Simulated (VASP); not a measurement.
Write the native input for VASP 6.6.1 that does the following.

```
Task                   : relaxation of cell and atoms
Functional             : PBE
Potentials or basis    : VASP PAW PBE potentials, release 64 (Cd, S)
Cutoff                 : 500 eV
k mesh                 : 4 × 4 × 4
Occupations            : gaussian, width 0.1 eV
Spin                   : no spin polarisation
Dipole correction      : no
Further INCAR settings : ALGO = Normal; EDIFF = 1e-07; IBRION = 2; EDIFFG = -0.04; NSW = 90; ISIF = 3
```

The structure of CdS3 lies in POSCAR:

```
CdS3
1.0
    4.3563458400      0.0000000000      0.0000000000
    0.0000000000      4.3563458400      0.0000000000
    0.0000000000      0.0000000000      4.3563458400
Cd S
1 3
Direct
    0.0000000000      0.0000000000      0.0000000000
    0.0000000000      0.5000000000      0.5000000000
    0.5000000000      0.0000000000      0.5000000000
    0.5000000000      0.5000000000      0.0000000000
```

The input as run:

INCAR

```
  PREC = Accurate
  ENCUT = 500
  EDIFF = 1E-7
  ISMEAR = 0
  SIGMA = 0.1
  LREAL = False
  LASPH = True
  NELM = 120
  ALGO = Normal
  ISIF = 3
  LWAVE = False
  LCHARG = False
  GGA = PE
  IBRION = 2
  NSW = 90
  EDIFFG = -0.04
  GGA_COMPAT = False
  NELMIN = 4
```

KPOINTS

```
Automatic mesh
0
Gamma
  4 4 4
```

Potentials or basis: VASP PAW PBE potentials, release 64 (Cd, S).

The run is started by

```sh
$ cat potpaw_PBE.64/Cd/POTCAR potpaw_PBE.64/S/POTCAR > POTCAR
$ mpirun -np 1 vasp_std > vasp.out
```

Results of the run:

The relaxed volume is 18.62 Å³/atom. The relaxed cell is a = 4.207 Å, b = 4.207 Å, c = 4.207 Å, α = 90.00°, β = 90.00°, γ = 90.00°. The space group after relaxing (to 0.05 Å) is Pm-3m (No. 221). The energy gained by relaxing is 37.8 meV/atom. The ionic steps are 2. The pressure after relaxing is 0.2 GPa and the band gap on the k mesh is zero (band 15 reaches 6.16 eV, above the bottom of band 16 at 4.68 eV).

Caveat: the k points lie up to 0.37 Å⁻¹ apart in the final cell.

Run time: 16 s on 1 thread of Intel Xeon 6975P-C, with other jobs on the host, peak memory 0.18 GiB.
